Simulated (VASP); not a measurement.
# Sb2Se3 (R-3c) in VASP: notebook, part 2 of 2

VASP 6.6.1. Earlier steps stand in the parts before.

**3. Single point, PBE**

This run uses another cell than the first one, of 31.30 Å³/atom.

File INCAR:

```
PREC     = Accurate       # precision mode
ENCUT    = 520            # plane-wave cutoff, eV
EDIFF    = 1E-6           # SCF threshold, eV
ISMEAR   = 0              # smearing method
SIGMA    = 0.01           # smearing width, eV
LREAL    = F              # projectors in reciprocal space
LASPH    = T              # aspherical terms in the spheres
NELM     = 80             # most SCF steps
ALGO     = Normal         # electronic algorithm
ISIF     = 2              # what is computed and relaxed
LWAVE    = F              # write WAVECAR
LCHARG   = F              # write CHGCAR
GGA      = PE             # functional
NBANDS   = 39             # bands
```

File KPOINTS:

```
Automatic mesh
0
Gamma
  6 6 6
```

File POSCAR:

```
Sb2Se3
1.0
    3.7375739505      2.1578893264      6.4670455734
   -3.7375739505      2.1578893264      6.4670455734
    0.0000000000     -4.3157786529      6.4670455734
Sb Se
4 6
Direct
    0.3411716149      0.3411716149      0.3411716149
    0.1588283851      0.1588283851      0.1588283851
    0.8411716149      0.8411716149      0.8411716149
    0.6588283851      0.6588283851      0.6588283851
    0.0374062212      0.7500000000      0.4625937788
    0.4625937788      0.0374062212      0.7500000000
    0.7500000000      0.4625937788      0.0374062212
    0.2500000000      0.5374062212      0.9625937788
    0.5374062212      0.9625937788      0.2500000000
    0.9625937788      0.2500000000      0.5374062212
```

Potentials or basis: VASP PAW PBE potentials, release 64 (Sb, Se).

On the command line:

```sh
$ cat potpaw_PBE.64/Sb/POTCAR potpaw_PBE.64/Se/POTCAR > POTCAR
$ mpirun -np 1 vasp_std > vasp.out
```

OUTCAR:

```text
PREC = Accurate
   ENCUT = 520
   EDIFF = 1E-6
   ISMEAR = 0
   LREAL = F
   LASPH = T
   NELM = 80
   ISIF = 2
   GGA = PE

 ion  position               nearest neighbor table
   1  0.341  0.341  0.341-  10 2.78   9 2.78   8 2.78   7 3.05   5 3.05   6 3.05   2 3.54
   2  0.159  0.159  0.159-   8 2.78   9 2.78  10 2.78   5 3.05   7 3.05   6 3.05   1 3.54
   3  0.841  0.841  0.841-   7 2.78   6 2.78   5 2.78  10 3.05   8 3.05   9 3.05   4 3.54
   4  0.659  0.659  0.659-   5 2.78   6 2.78   7 2.78   8 3.05  10 3.05   9 3.05   3 3.54
   5  0.037  0.750  0.463-   4 2.78   3 2.78   2 3.05   1 3.05
   6  0.463  0.037  0.750-   3 2.78   4 2.78   1 3.05   2 3.05
   7  0.750  0.463  0.037-   3 2.78   4 2.78   1 3.05   2 3.05
   8  0.250  0.537  0.963-   2 2.78   1 2.78   4 3.05   3 3.05
   9  0.537  0.963  0.250-   1 2.78   2 2.78   3 3.05   4 3.05
  10  0.963  0.250  0.537-   1 2.78   2 2.78   3 3.05   4 3.05

  LATTYP: Found a trigonal (rhomboedric) cell.
 ALAT       =     7.7748713063
 COS(alpha) =     0.5378072105

  Lattice vectors:

 A1 = (   3.7375739505,   2.1578893264,   6.4670455734)
 A2 = (  -3.7375739505,   2.1578893264,   6.4670455734)
[... 206 lines left out ...]
      3      -8.9453      2.00000
      4      -8.9453      2.00000
      5      -8.6721      2.00000
      6      -8.6721      2.00000
[... 997 lines left out ...]
     38       7.2920      0.00000
     39       7.6224      0.00000

 [... further k-points ...]

------------------------ aborting loop because EDIFF is reached ----------------------------------------

  FORCE on cell =-STRESS in cart. coord.  units (eV):
  Direction    XX          YY          ZZ          XY          YZ          ZX
  --------------------------------------------------------------------------------------
  -------------------------------------------------------------------------------------
  Total       -0.0827745     -0.0827745     -0.0378878      0.0000000      0.0000000     -0.0000000
  in kB       -0.4237706     -0.4237706     -0.1939699      0.0000000      0.0000000     -0.0000000
  external PRESSURE =      -0.3471704 kB  Pullay stress =       0.0000000 kB

 VOLUME and BASIS-vectors are now :
 -----------------------------------------------------------------------------
  energy-cutoff  :      520.00
  volume of cell :      312.95
      direct lattice vectors                 reciprocal lattice vectors
     3.737573950  2.157889326  6.467045573     0.133776617  0.077235966  0.051543372
    -3.737573950  2.157889326  6.467045573    -0.133776617  0.077235966  0.051543372
     0.000000000 -4.315778653  6.467045573     0.000000000 -0.154471932  0.051543372

 POSITION                                       TOTAL-FORCE (eV/Angst)
 -----------------------------------------------------------------------------------
      0.00000     -0.00000      6.61912         0.000000     -0.000000      0.014289
      0.00000     -0.00000      3.08145         0.000000      0.000000     -0.014289
      0.00000     -0.00000     16.31969         0.000000     -0.000000      0.014289
      0.00000     -0.00000     12.78202         0.000000      0.000000     -0.014289
     -2.66337     -0.29732      8.08381         0.003756      0.006506     -0.000000
      1.58917     -2.15789      8.08381        -0.007513      0.000000      0.000000
      1.07420      2.45521      8.08381         0.003756     -0.006506     -0.000000
     -1.07420     -2.45521     11.31733        -0.003756      0.006506     -0.000000
     -1.58917      2.15789     11.31733         0.007513     -0.000000      0.000000
      2.66337      0.29732     11.31733        -0.003756     -0.006506     -0.000000
 -----------------------------------------------------------------------------------
    total drift:                               -0.000000      0.000000     -0.000000

  FREE ENERGIE OF THE ION-ELECTRON SYSTEM (eV)
  ---------------------------------------------------
  free  energy   TOTEN  =       -39.5030340767 eV

  energy  without entropy=      -39.5030340767  energy(sigma->0) =      -39.50303408
```

OSZICAR:

```text
N       E                     dE             d eps       ncg     rms          rms(c)
DAV:   1     0.334495694069E+03    0.33450E+03   -0.20570E+04  2496   0.117E+03
DAV:   2    -0.213983224106E+01   -0.33664E+03   -0.32590E+03  3110   0.193E+02
DAV:   3    -0.399259470203E+02   -0.37786E+02   -0.36983E+02  3120   0.711E+01
DAV:   4    -0.409013685706E+02   -0.97542E+00   -0.96902E+00  3051   0.123E+01
DAV:   5    -0.409189521030E+02   -0.17584E-01   -0.17573E-01  3098   0.175E+00    0.807E+00
DAV:   6    -0.394776591750E+02    0.14413E+01   -0.26433E+00  2846   0.570E+00    0.516E+00
DAV:   7    -0.394976402317E+02   -0.19981E-01   -0.67435E-01  2919   0.264E+00    0.216E+00
DAV:   8    -0.394996391514E+02   -0.19989E-02   -0.27741E-02  3098   0.715E-01    0.872E-01
DAV:   9    -0.395026080952E+02   -0.29689E-02   -0.70236E-03  3014   0.411E-01    0.143E-01
DAV:  10    -0.395028658724E+02   -0.25778E-03   -0.54687E-04  3022   0.962E-02    0.573E-02
DAV:  11    -0.395030284677E+02   -0.16260E-03   -0.21251E-04  2902   0.661E-02    0.127E-02
DAV:  12    -0.395030309768E+02   -0.25091E-05   -0.82403E-06  3303   0.123E-02    0.965E-03
DAV:  13    -0.395030337092E+02   -0.27324E-05   -0.58556E-06  2806   0.964E-03    0.156E-03
DAV:  14    -0.395030340767E+02   -0.36753E-06   -0.27178E-07  1901   0.231E-03
   1 F= -.39503034E+02 E0= -.39503034E+02  d E =-.380006E-40
```

stdout:

```text
POSCAR found type information on POSCAR SbSe
 POSCAR found :  2 types and      10 ions
 scaLAPACK will be used
 LDA part: xc-table for (Slater+PW92), standard interpolation
 POSCAR, INCAR and KPOINTS ok, starting setup
 FFT: planning ... GRIDC
 FFT: planning ... GRID_SOFT
 FFT: planning ... GRID
 WAVECAR not read
 entering main loop
```

Run time: 13 min. Hardware: 1 thread of Intel Xeon 8259CL, shared host; peak memory 0.68 GiB.

What came out:

| Property | Result |
| --- | --- |
| Free energy | -39.5030 eV |
| Pressure | 0.0 GPa |
| Largest force | 0.014 eV/Å |
| Band gap on the k mesh | 0.27 eV (least direct gap 0.58 eV) |

Forces in eV/Å, atoms in the order of the input:
```
Sb   0.000  0.000  0.014
Sb   0.000  0.000 -0.014
Sb   0.000  0.000  0.014
Sb   0.000  0.000 -0.014
Se   0.004  0.007  0.000
Se  -0.008  0.000  0.000
Se   0.004 -0.007  0.000
Se  -0.004  0.007  0.000
Se   0.008  0.000  0.000
Se  -0.004 -0.007  0.000
```

Caveat: spin-orbit coupling is left out, which moves the levels of the heavy elements. A k mesh can miss the band edges.
